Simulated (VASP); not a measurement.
# Sc4W (Pm-3m) in VASP: a series of runs

The runs below take Sc4W through single point, relaxation of cell and atoms, with PBE.

All numbers are computed with VASP 6.6.1; they aren't measurements. Logs are shortened: lines on timing, memory, paths and dates and some standing lists are left out, and cuts for length are marked.

## (1) The cell of the first run

It takes space group Pm-3m (No. 221, cubic). Conventional cell: a = 5.094 Å, b = 5.094 Å, c = 5.094 Å, α = 90.00°, β = 90.00°, γ = 90.00°. Within 4.7 Å of Sc (site symmetry m-3m) lie 12 Sc at 3.60 Å and 8 W at 4.41 Å. Within 3.4 Å of Sc (site symmetry 4/mmm) lie 2 W at 2.55 Å. W (site symmetry m-3m) has 6 Sc at 2.55 Å within 3.4 Å.

## (2) Single point, PBE

INCAR

```
SYSTEM = Sc4W
PREC = Accurate
ENCUT = 520
EDIFF = 1E-6
ISMEAR = 0
SIGMA = 0.1
LREAL = .False.
LASPH = .True.
NELM = 100
ALGO = Normal
ISIF = 2
LWAVE = .False.
LCHARG = .False.
GGA = PE
NBANDS = 37
```

KPOINTS

```
Automatic mesh
0
Gamma
  8 8 8
  0 0 0
```

POSCAR

```
Sc4W
1.0
    5.0944386495      0.0000000000      0.0000000000
    0.0000000000      5.0944386495      0.0000000000
    0.0000000000      0.0000000000      5.0944386495
Sc W
4 1
Direct
    0.0000000000      0.0000000000      0.0000000000
    0.5000000000      0.5000000000      0.0000000000
    0.5000000000      0.0000000000      0.5000000000
    0.0000000000      0.5000000000      0.5000000000
    0.5000000000      0.5000000000      0.5000000000
```

Potentials or basis: VASP PAW PBE potentials, release 64 (Sc_sv, W_sv).

Run with:

```sh
cat potpaw_PBE.64/Sc_sv/POTCAR potpaw_PBE.64/W_sv/POTCAR > POTCAR
mpirun -np 1 vasp_std > vasp.out
```

OUTCAR:

```text
SYSTEM = Sc4W
   PREC = Accurate
   ENCUT = 520
   EDIFF = 1E-6
   ISMEAR = 0
   LREAL = .False.
   LASPH = .True.
   NELM = 100
   ISIF = 2
   GGA = PE

 ion  position               nearest neighbor table
   1  0.000  0.000  0.000-
   2  0.500  0.500  0.000-   5 2.55   5 2.55
   3  0.500  0.000  0.500-   5 2.55   5 2.55
   4  0.000  0.500  0.500-   5 2.55   5 2.55
   5  0.500  0.500  0.500-   2 2.55   3 2.55   4 2.55   2 2.55   3 2.55   4 2.55

  LATTYP: Found a simple cubic cell.
 ALAT       =     5.0944386495

  Lattice vectors:

 A1 = (   5.0944386495,   0.0000000000,   0.0000000000)
 A2 = (   0.0000000000,   5.0944386495,   0.0000000000)
 A3 = (   0.0000000000,   0.0000000000,   5.0944386495)

Analysis of symmetry for initial positions (statically):
=====================================================================
 Subroutine PRICEL returns:
 Original cell was already a primitive cell.

 Routine SETGRP: Setting up the symmetry group for a
 simple cubic supercell.

 Subroutine GETGRP returns: Found 48 space group operations
[... 9 lines left out ...]

 Routine SETGRP: Setting up the symmetry group for a
 simple cubic supercell.

 Subroutine GETGRP returns: Found 48 space group operations
[... 11 lines left out ...]
                                     Primitive cell

  volume of cell :     132.2175

  direct lattice vectors                    reciprocal lattice vectors
     5.094438649  0.000000000  0.000000000     0.196292481  0.000000000  0.000000000
     0.000000000  5.094438649  0.000000000     0.000000000  0.196292481  0.000000000
     0.000000000  0.000000000  5.094438649     0.000000000  0.000000000  0.196292481

  length of vectors
     5.094438649  5.094438649  5.094438649     0.196292481  0.196292481  0.196292481

  position of ions in fractional coordinates (direct lattice)
     0.000000000  0.000000000  0.000000000
     0.500000000  0.500000000  0.000000000
     0.500000000  0.000000000  0.500000000
     0.000000000  0.500000000  0.500000000
     0.500000000  0.500000000  0.500000000

  ion indices of the primitive-cell ions
   primitive index   ion index
                 1           1
                 2           2
                 3           3
                 4           4
                 5           5

----------------------------------------------------------------------------------------

 KPOINTS: Automatic mesh

Automatic generation of k-mesh.
 Grid dimensions read from file:
 generate k-points for:    8    8    8

 Generating k-lattice:

  Cartesian coordinates                     Fractional coordinates (reciprocal lattice)
     0.024536560  0.000000000  0.000000000     0.125000000  0.000000000  0.000000000
     0.000000000  0.024536560  0.000000000     0.000000000  0.125000000  0.000000000
     0.000000000  0.000000000  0.024536560     0.000000000  0.000000000  0.125000000

  Length of vectors
     0.024536560  0.024536560  0.024536560

  Shift w.r.t. Gamma in fractional coordinates (k-lattice)
     0.000000000  0.000000000  0.000000000

 Subroutine IBZKPT returns following result:
 ===========================================

 Found     35 irreducible k-points:

 Following reciprocal coordinates:
            Coordinates               Weight
  0.000000  0.000000  0.000000      1.000000
  0.125000  0.000000  0.000000      6.000000
  0.250000  0.000000  0.000000      6.000000
  0.375000  0.000000  0.000000      6.000000
  0.500000  0.000000  0.000000      3.000000
  0.125000  0.125000  0.000000     12.000000
[... 16 lines left out ...]
  0.375000  0.375000  0.125000     24.000000
  0.500000  0.375000  0.125000     24.000000
 [... further k-points ...]
   k-points           NKPTS =     35   k-points in BZ     NKDIM =     35   number of bands    NBANDS=     37
   number of dos      NEDOS =    301   number of ions     NIONS =      5
   total plane-waves  NPLWV =  64000
   dimension x,y,z NGX =    40 NGY =   40 NGZ =   40
   dimension x,y,z NGXF=    80 NGYF=   80 NGZF=   80
   ions per type =               4   1
   NGX,Y,Z   is equivalent  to a cutoff of  13.05, 13.05, 13.05 a.u.
   NGXF,Y,Z  is equivalent  to a cutoff of  26.11, 26.11, 26.11 a.u.
 SYSTEM =  Sc4W
   PREC   = accura    normal or accurate (medium, high low for compatibility)
   ISTART =      0    job   : 0-new  1-cont  2-samecut
   ICHARG =      2    charge: 1-file 2-atom 10-const
   ISPIN  =      1    spin polarized calculation?
   LNONCOLLINEAR =      F non collinear calculations
   LSORBIT =      F    spin-orbit coupling
   LASPH  =      T    aspherical Exc in radial PAW
   ENCUT  =  520.0 eV  38.22 Ry    6.18 a.u.   9.47  9.47  9.47*2*pi/ulx,y,z
   NELM   =    100;   NELMIN=  2; NELMDL= -5     # of ELM steps
   EDIFF  = 0.1E-05   stopping-criterion for ELM
   LREAL  =      F    real-space projection
   EDIFFG = 0.1E-04   stopping-criterion for IOM
   NSW    =      0    number of steps for IOM
   IBRION =     -1    ionic relax: 0-MD 1-quasi-New 2-CG
   NFREE  =      0    steps in history (QN), initial steepest desc. (CG)
   ISIF   =      2    stress and relaxation
   ISYM   =      2    0-nonsym 1-usesym 2-fastsym
   POTIM  = 0.5000    time-step for ionic-motion
   TEBEG  =    0.0;   TEEND  =   0.0 temperature during run
   PSTRESS=    0.0 pullay stress
   NELECT =      58.0000    total number of electrons
   NUPDOWN=      -1.0000    fix difference up-down
   EMIN   =  10.00;   EMAX   =-10.00  energy-range for DOS
   EFERMI =   0.00;   METHOD = LEGACY
   ISMEAR =     0;   SIGMA  =   0.10  broadening in eV -4-tet -1-fermi 0-gaus
   EFERMI_NEDOS =   21; number of points for ismear=-14 and -15
   IALGO  =     38    algorithm
   IMIX   =      4    mixing-type and parameters
     AMIX     =   0.40;   BMIX     =  1.00
     AMIX_MAG =   1.60;   BMIX_MAG =  1.00
  volume/ion in A,a.u.               =      26.44       178.45
  Fermi-wavevector in a.u.,A,eV,Ry     =   1.243907  2.350643 21.052349  1.547304
  Thomas-Fermi vector in A             =   2.378197
   LORBIT       =      0    0 simple, 1 ext, 2 COOP (PROOUT), +10 PAW based schemes
   GGA     = PE    functional components
   LHFCALC =     F    Hartree Fock is set to
   AEXX    =    0.0000 exact exchange contribution
   IVDW    =     0    specifies the selected vdW correction
   LEPSILON=     F    determine dielectric tensor
   LRPA    =     F    only Hartree local field effects (RPA)
 non-spin polarized calculation
 Gauss-broadening in eV      SIGMA  =   0.10
  energy-cutoff  :      520.00
  volume of cell :      132.22
 maximum number of plane-waves:      3590
 NGX is ok and might be reduce to    40
   NGX = 19   NGY = 19   NGZ = 19

 number of electron      58.0000012 magnetization

 Free energy of the ion-electron system (eV)
  ---------------------------------------------------
  ext. energy  EPLUGINS =         0.00000000
  ---------------------------------------------------
  free energy    TOTEN  =       -35.11901742 eV

  energy without entropy =      -35.08224972  energy(sigma->0) =      -35.10063357

 E-fermi :   3.6777     XC(G=0):  -9.6507

 val. band max:        3.6712942465   @ k =   0.3750   0.3750   0.2500
 cond. band min:       3.6883354025   @ k =   0.3750   0.3750   0.3750
 fundamental gap:      0.0170411560
 Fermi energy:         3.6776922652

 k-point     1 :       0.0000    0.0000    0.0000
  band No.  band energies     occupation
      1     -69.1052      2.00000
      2     -47.0188      2.00000
      3     -45.5274      2.00000
      4     -45.5132      2.00000
      5     -45.5132      2.00000
      6     -33.5350      2.00000
[... 29 lines left out ...]
     36       6.0029      0.00000
     37       6.0029      0.00000

 k-point     2 :       0.1250    0.0000    0.0000
  band No.  band energies     occupation
      1     -69.1051      2.00000
      2     -47.0188      2.00000
      3     -45.5272      2.00000
      4     -45.5143      2.00000
      5     -45.5132      2.00000
      6     -33.5350      2.00000
[... 29 lines left out ...]
     36       5.9284      0.00000
     37       6.0018      0.00000

 k-point     3 :       0.2500    0.0000    0.0000
  band No.  band energies     occupation
      1     -69.1051      2.00000
      2     -47.0187      2.00000
      3     -45.5266      2.00000
      4     -45.5170      2.00000
      5     -45.5132      2.00000
      6     -33.5348      2.00000
[... 29 lines left out ...]
     36       5.7179      0.00000
     37       5.9991      0.00000

 k-point     4 :       0.3750    0.0000    0.0000
  band No.  band energies     occupation
      1     -69.1050      2.00000
      2     -47.0187      2.00000
      3     -45.5254      2.00000
      4     -45.5202      2.00000
      5     -45.5132      2.00000
      6     -33.5346      2.00000
[... 29 lines left out ...]
     36       5.4761      0.00000
     37       5.8923      0.00000
[... 683 lines left out ...]
      1     -69.1049      2.00000
      2     -47.0187      2.00000
      3     -45.5237      2.00000
      4     -45.5231      2.00000
      5     -45.5166      2.00000
      6     -33.5263      2.00000
[... 29 lines left out ...]
     36       5.1870      0.00000
     37       5.4040      0.00000

 k-point    23 :       0.3750    0.3750    0.1250
  band No.  band energies     occupation
      1     -69.1049      2.00000
      2     -47.0187      2.00000
      3     -45.5246      2.00000
      4     -45.5222      2.00000
      5     -45.5178      2.00000
      6     -33.5262      2.00000
[... 29 lines left out ...]
     36       5.1126      0.00000
     37       5.2032      0.00000

 k-point    24 :       0.5000    0.3750    0.1250
  band No.  band energies     occupation
      1     -69.1049      2.00000
      2     -47.0187      2.00000
      3     -45.5237      2.00000
      4     -45.5235      2.00000
      5     -45.5182      2.00000
      6     -33.5262      2.00000
[... 29 lines left out ...]
     36       4.9646      0.00000
     37       5.2506      0.00000

 [... further k-points ...]
[... 5 lines left out ...]
  --------------------------------------------------------------------------------------
  -------------------------------------------------------------------------------------
  Total        0.1593138      0.1593138      0.1593138     -0.0000000     -0.0000000      0.0000000
  in kB        1.9305232      1.9305232      1.9305232     -0.0000000     -0.0000000      0.0000000
  external PRESSURE =       1.9305232 kB  Pullay stress =       0.0000000 kB

 VOLUME and BASIS-vectors are now :
 -----------------------------------------------------------------------------
  energy-cutoff  :      520.00
  volume of cell :      132.22
      direct lattice vectors                 reciprocal lattice vectors
     5.094438649  0.000000000  0.000000000     0.196292481  0.000000000  0.000000000
     0.000000000  5.094438649  0.000000000     0.000000000  0.196292481  0.000000000
     0.000000000  0.000000000  5.094438649     0.000000000  0.000000000  0.196292481

 POSITION                                       TOTAL-FORCE (eV/Angst)
 -----------------------------------------------------------------------------------
      0.00000      0.00000      0.00000         0.000000      0.000000      0.000000
      2.54722      2.54722      0.00000         0.000000      0.000000      0.000000
      2.54722      0.00000      2.54722         0.000000      0.000000      0.000000
      0.00000      2.54722      2.54722         0.000000      0.000000      0.000000
      2.54722      2.54722      2.54722         0.000000      0.000000      0.000000
 -----------------------------------------------------------------------------------
    total drift:                               -0.000000      0.000000     -0.000000

  FREE ENERGIE OF THE ION-ELECTRON SYSTEM (eV)
  ---------------------------------------------------
  free  energy   TOTEN  =       -35.1190174220 eV

  energy  without entropy=      -35.0822497153  energy(sigma->0) =      -35.10063357
```

It took 3.5 min on 1 thread of Intel Xeon 6975P-C, shared host; peak memory 0.32 GiB.

What came out:

```
Free energy            : -35.1190 eV
Pressure               : 0.2 GPa
Band gap on the k mesh : zero (band 29 reaches 4.40 eV, above the bottom of band 30 at 3.52 eV)
```

Levels at points of the mesh, in eV from the Fermi level:
| k point | band 27 | band 28 | band 29 | band 30 | band 31 | band 32 |
| --- | --- | --- | --- | --- | --- | --- |
| (0.00, 0.00, 0.00) | -1.68 | -0.82 | -0.82 | 0.62 | 0.62 | 0.62 |
| (0.50, 0.00, 0.00) | -0.77 | -0.45 | -0.05 | -0.05 | 0.01 | 0.27 |
| (0.50, 0.50, 0.00) | -0.81 | 0.33 | 0.46 | 0.52 | 0.53 | 0.87 |
| (0.50, 0.50, 0.50) | -1.44 | -1.39 | 0.73 | 0.73 | 0.92 | 0.92 |

Caveat: spin-orbit coupling is left out, which moves the levels of the heavy elements.

## (3) Relaxation of cell and atoms, PBE

This run uses another cell than the first one, of 26.19 Å³/atom, 0.990 times its volume.

INCAR

```
PREC = Accurate
ENCUT = 600
EDIFF = 1E-7
ISMEAR = 0
SIGMA = 0.1
LREAL = F
LASPH = T
NELM = 100
ALGO = Normal
ISIF = 3
LWAVE = F
LCHARG = F
GGA = PE
IBRION = 2
NSW = 100
EDIFFG = -0.01
```

KPOINTS

```
regular mesh
0
Gamma
  8 8 8
```

Changes to POSCAR since step 2:

```diff
@@ -2,5 +2,5 @@
 1.0
-    5.0944386495      0.0000000000      0.0000000000
-    0.0000000000      5.0944386495      0.0000000000
-    0.0000000000      0.0000000000      5.0944386495
+    5.0781341890      0.0000000000      0.0000000000
+    0.0000000000      5.0781341890      0.0000000000
+    0.0000000000      0.0000000000      5.0781341890
 Sc W
```

Potentials or basis: VASP PAW PBE potentials, release 64 (Sc_sv, W_sv).

Run with:

```sh
cat potpaw_PBE.64/Sc_sv/POTCAR potpaw_PBE.64/W_sv/POTCAR > POTCAR
mpirun -np 1 vasp_std > vasp.out
```

It took 9.7 min on 1 thread of Intel Xeon 6975P-C, shared host; peak memory 0.38 GiB.

It converged, with:

| Quantity | Value |
| --- | --- |
| Free energy | -35.1196 eV |
| Relaxed volume | 26.54 Å³/atom |
| Relaxed cell | a = 5.101 Å, b = 5.101 Å, c = 5.101 Å, α = 90.00°, β = 90.00°, γ = 90.00° |
| Space group after relaxing (to 0.05 Å) | Pm-3m (No. 221) |
| Energy gained by relaxing | 0.9 meV/atom |
| Ionic steps | 3 |
| Pressure after relaxing | 0.0 GPa |
| Band gap on the k mesh | zero (band 29 reaches 4.38 eV, above the bottom of band 30 at 3.49 eV) |

The path:
```csv
step,energy change (eV),largest force (eV/Å),pressure (GPa),volume (Å³)
1,0.0000,0.0000,0.83,130.95
2,-0.0035,0.0000,-0.37,133.53
3,-0.0045,0.0000,0.00,132.71
```

Final structure:
```xyz
5
Lattice="5.1007 0.0000 0.0000 0.0000 5.1007 0.0000 0.0000 0.0000 5.1007" Properties=species:S:1:pos:R:3 pbc="T T T"
Sc    0.0000    0.0000    0.0000
Sc    2.5503    2.5503    0.0000
Sc    2.5503    0.0000    2.5503
Sc    0.0000    2.5503    2.5503
W     2.5503    2.5503    2.5503
```

Levels at points of the mesh, in eV from the Fermi level:
| k point | band 27 | band 28 | band 29 | band 30 | band 31 | band 32 |
| --- | --- | --- | --- | --- | --- | --- |
| (0.00, 0.00, 0.00) | -1.68 | -0.81 | -0.81 | 0.61 | 0.61 | 0.61 |
| (0.50, 0.00, 0.00) | -0.76 | -0.45 | -0.05 | -0.05 | 0.01 | 0.27 |
| (0.50, 0.50, 0.00) | -0.81 | 0.33 | 0.46 | 0.52 | 0.52 | 0.87 |
| (0.50, 0.50, 0.50) | -1.43 | -1.41 | 0.72 | 0.72 | 0.92 | 0.92 |

Caveat: spin-orbit coupling is left out, which moves the levels of the heavy elements.

## (4) Single point, PBE

This run uses another cell than the first one, of 18.62 Å³/atom, 0.704 times its volume.

INCAR

```
PREC = Accurate
ENCUT = 520
EDIFF = 1E-6
ISMEAR = 0
SIGMA = 0.1
LREAL = F
LASPH = T
NELM = 100
ALGO = Normal
ISIF = 2
LWAVE = F
LCHARG = F
GGA = PE
NBANDS = 37
```

KPOINTS

```
regular mesh
0
Gamma
  4 4 4
```

Changes to POSCAR since step 3:

```diff
@@ -2,5 +2,5 @@
 1.0
-    5.0781341890      0.0000000000      0.0000000000
-    0.0000000000      5.0781341890      0.0000000000
-    0.0000000000      0.0000000000      5.0781341890
+    4.5325292200      0.0000000000      0.0000000000
+    0.0000000000      4.5325292200      0.0000000000
+    0.0000000000      0.0000000000      4.5325292200
 Sc W
```

Potentials or basis: VASP PAW PBE potentials, release 64 (Sc_sv, W_sv).

Run with:

```sh
cat potpaw_PBE.64/Sc_sv/POTCAR potpaw_PBE.64/W_sv/POTCAR > POTCAR
mpirun -np 1 vasp_std > vasp.out
```

OUTCAR:

```text
PREC = Accurate
   ENCUT = 520
   EDIFF = 1E-6
   ISMEAR = 0
   LREAL = F
   LASPH = T
   NELM = 100
   ISIF = 2
   GGA = PE

 ion  position               nearest neighbor table
   1  0.000  0.000  0.000-   2 3.20   3 3.20   4 3.20   3 3.20   4 3.20   2 3.20   4 3.20   4 3.20
                             2 3.20   3 3.20   3 3.20   2 3.20
   2  0.500  0.500  0.000-   5 2.27   5 2.27   4 3.20   1 3.20   3 3.20   4 3.20   3 3.20   1 3.20
                             3 3.20   3 3.20   1 3.20   4 3.20   4 3.20   1 3.20
[... 593 lines left out ...]
  -------------------------------------------------------------------------------------
  Total       22.6068786     22.6068786     22.6068786      0.0000000      0.0000000     -0.0000000
  in kB      388.9818582    388.9818582    388.9818582      0.0000000      0.0000000     -0.0000000
  external PRESSURE =     388.9818582 kB  Pullay stress =       0.0000000 kB

 VOLUME and BASIS-vectors are now :
 -----------------------------------------------------------------------------
  energy-cutoff  :      520.00
  volume of cell :       93.12
      direct lattice vectors                 reciprocal lattice vectors
     4.532529220  0.000000000  0.000000000     0.220627370  0.000000000  0.000000000
     0.000000000  4.532529220  0.000000000     0.000000000  0.220627370  0.000000000
     0.000000000  0.000000000  4.532529220     0.000000000  0.000000000  0.220627370

 POSITION                                       TOTAL-FORCE (eV/Angst)
 -----------------------------------------------------------------------------------
      0.00000      0.00000      0.00000         0.000000      0.000000      0.000000
      2.26626      2.26626      0.00000         0.000000      0.000000      0.000000
      2.26626      0.00000      2.26626         0.000000      0.000000      0.000000
      0.00000      2.26626      2.26626         0.000000      0.000000      0.000000
      2.26626      2.26626      2.26626         0.000000      0.000000      0.000000
 -----------------------------------------------------------------------------------
    total drift:                                0.000000      0.000000      0.000000

  FREE ENERGIE OF THE ION-ELECTRON SYSTEM (eV)
  ---------------------------------------------------
  free  energy   TOTEN  =       -31.5895659664 eV

  energy  without entropy=      -31.5710315299  energy(sigma->0) =      -31.58029875
```

Run time: 43 s. Hardware: 1 thread of Intel Xeon 6975P-C, shared host; peak memory 0.21 GiB.

What came out:

* Free energy: -31.5896 eV
* Pressure: 38.9 GPa
* Band gap on the k mesh: zero (band 29 reaches 7.51 eV, above the bottom of band 30 at 6.08 eV)

Levels at points of the mesh, in eV from the Fermi level:
| k point | band 25 | band 26 | band 27 | band 28 | band 29 | band 30 | band 31 | band 32 | band 33 | band 34 |
| --- | --- | --- | --- | --- | --- | --- | --- | --- | --- | --- |
| (0.00, 0.00, 0.00) | -2.90 | -2.90 | -1.67 | -1.58 | -1.58 | 0.73 | 0.73 | 0.73 | 1.98 | 1.98 |
| (0.50, 0.00, 0.00) | -2.99 | -2.75 | -1.22 | -0.87 | -0.03 | -0.03 | 0.14 | 0.45 | 1.60 | 2.19 |
| (0.50, 0.50, 0.00) | -1.91 | -1.91 | -1.07 | 0.29 | 0.38 | 0.52 | 0.85 | 0.85 | 1.17 | 1.31 |
| (0.50, 0.50, 0.50) | -1.86 | -1.86 | -1.86 | 0.37 | 1.33 | 1.33 | 1.46 | 1.46 | 1.46 | 1.61 |

Caveat: spin-orbit coupling is left out, which moves the levels of the heavy elements.

## (5) The runs side by side

```csv
task,cell,k mesh,cutoff (eV),gap on the mesh (eV),pressure (GPa)
single point,"a = 5.094 Å, 5 atoms",8 × 8 × 8,520,none,0.2
relaxation of cell and atoms,"relaxed from a = 5.078 Å, 5 atoms",8 × 8 × 8,600,none,0.0
single point,"a = 4.533 Å, 5 atoms",4 × 4 × 4,520,none,38.9
```

Alike in all rows: level PBE; potentials or basis VASP PAW PBE potentials, release 64 (Sc_sv, W_sv); no spin polarisation; smearing gaussian 0.1 eV.

Caveats: spin-orbit coupling is left out, which moves the levels of the heavy elements.

Absolute energies hang on the potentials; compare differences alone.
